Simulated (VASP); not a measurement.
Input of a VASP 6.6.1 run:

File INCAR:

```
  ALGO = Normal
  EDIFF = 1E-6
  ENCUT = 520
  GGA = PE
  ISIF = 2
  ISMEAR = 0
  LASPH = T
  LCHARG = F
  LREAL = F
  LWAVE = F
  NBANDS = 16
  NELM = 100
  PREC = Accurate
  SIGMA = 0.05
```

Contents of KPOINTS:

```
k-points
0
Gamma
  12 12 6
```

Contents of POSCAR:

```
BN
1.0
    2.5545800962      0.0000000000      0.0000000000
   -1.2772900481      2.2123312593      0.0000000000
    0.0000000000      0.0000000000      4.2245145363
B N
2 2
Direct
    0.5793446780      0.2694092010      0.9998058548
    0.3333333333      0.6666666667      0.4998058548
    0.6666666667      0.3333333333      0.6251941452
    0.3333333333      0.6666666667      0.1251941452
```

Potentials or basis: VASP PAW PBE potentials, release 64 (B, N).

Command:

```console
$ cat potpaw_PBE.64/B/POTCAR potpaw_PBE.64/N/POTCAR > POTCAR
$ mpirun -np 1 vasp_std > vasp.out
```

Predict the band gap on the k mesh.

4.16 eV, indirect (least direct gap 6.38 eV).

What does it give for the largest force?

4.108 eV/Å.

What does it give for the pressure?

5.3 GPa.

Stress tensor (GPa, compression positive):
```
 4.65  1.03  1.60
 1.03  9.15 -2.25
 1.60 -2.25  2.07
```

Caveat: the cell differs from its parent crystal (atom 1 (B) moved -0.200 Å along Cartesian [1 1 0]); forces of over 1 eV/Å act on the atoms, so gaps and moduli don't describe the material at rest. A k mesh can miss the band edges.
